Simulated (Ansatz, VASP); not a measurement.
## One calculation of BaNb, two programs

POSCAR

```
BaNb
1.0
    3.0684281362      0.0000000000      0.0000000000
    0.0000000000      3.0684281362      0.0000000000
    0.0000000000      0.0000000000      5.7975120620
Ba Nb
1 1
Direct
    0.0651799524      0.0000000000      0.0000000000
    0.5000000000      0.5000000000      0.5000000000
```

File INCAR.step1:

```
SYSTEM = BaNb
  PREC = Accurate
  ENCUT = 520
  ISMEAR = 1
  SIGMA = 0.1
  LREAL = .FALSE.
  LASPH = .TRUE.
  NELM = 60
  NBANDS = 18
  GGA = PE
  ALGO = Normal
  EDIFF = 1E-4
  LWAVE = .TRUE.
  LCHARG = .FALSE.
```

INCAR.step2

```
SYSTEM = BaNb
  PREC = Accurate
  ENCUT = 520
  EDIFF = 1E-8
  ISMEAR = 1
  SIGMA = 0.1
  LREAL = .FALSE.
  LASPH = .TRUE.
  NELM = 60
  ALGO = Normal
  ISIF = 2
  LWAVE = .FALSE.
  LCHARG = .FALSE.
  METAGGA = R2SCAN
  LMIXTAU = .TRUE.
  LEFG = .TRUE.
  NBANDS = 18
  ISTART = 1
```

File KPOINTS:

```
Automatic mesh
0
G
  9 9 7
  0 0 0
```

Input for Ansatz:

```yaml
crystal:
  lattice:
    - [3.0684281362, 0.0, 0.0]
    - [0.0, 3.0684281362, 0.0]
    - [0.0, 0.0, 5.797512062]
  atoms:
    - { symbol: Ba, position: [0.0651799524, 0.0, 0.0] }
    - { symbol: Nb, position: [0.5, 0.5, 0.5] }
kpoints:
  mp_grid: { grid: [9, 9, 7] }
scf:
  occupations: { method: cold, width: 0.1 }
hamiltonian:
  xc: r2scan
  pseudopotentials: { kind: paw }
output:
  forces: true
  stress: true
  eigenvalues: true
  efg: { contact_densities: true }
  write_density: true
  write_potential: true
  elf: true
  volumetric_format: npy
```

Alike in both runs: task electric field gradients; functional r2SCAN; k mesh 9 × 9 × 7; no spin polarisation.

|  | VASP | Ansatz |
| --- | --- | --- |
| version | VASP 6.6.1 | Ansatz 0.2.0 |
| potentials or method | VASP PAW PBE potentials, release 64 (Ba_sv, Nb_sv) | PAW with Ansatz's default frozen-core files, scalar-relativistic |
| plane-wave cutoff (eV) | 520 | 500 |
| occupations | methfessel-paxton of order 1, width 0.1 eV | cold, width 0.1 eV |
| valence electrons in the cell | 23 | 23 |

|  | VASP | Ansatz | Ansatz less VASP |
| --- | --- | --- | --- |
| gap on the k mesh at the Fermi level (eV) | none | none | - |
| pressure (GPa) | 2.0 | 0.1 | -1.91 |
| traceless stress, the component that is largest in VASP (GPa) | -0.43 | 0.10 | +0.529 |
| rms of the force components (eV/Å) | 0.150 | 0.140 | -0.0095 |

VASP's potentials were made for PBE, not for r2SCAN. Atom by atom the forces differ by 0.009 eV/Å (rms over components). A gap of «none» marks a metal or a gap that the smearing closes.

Neither program's run includes spin-orbit coupling.
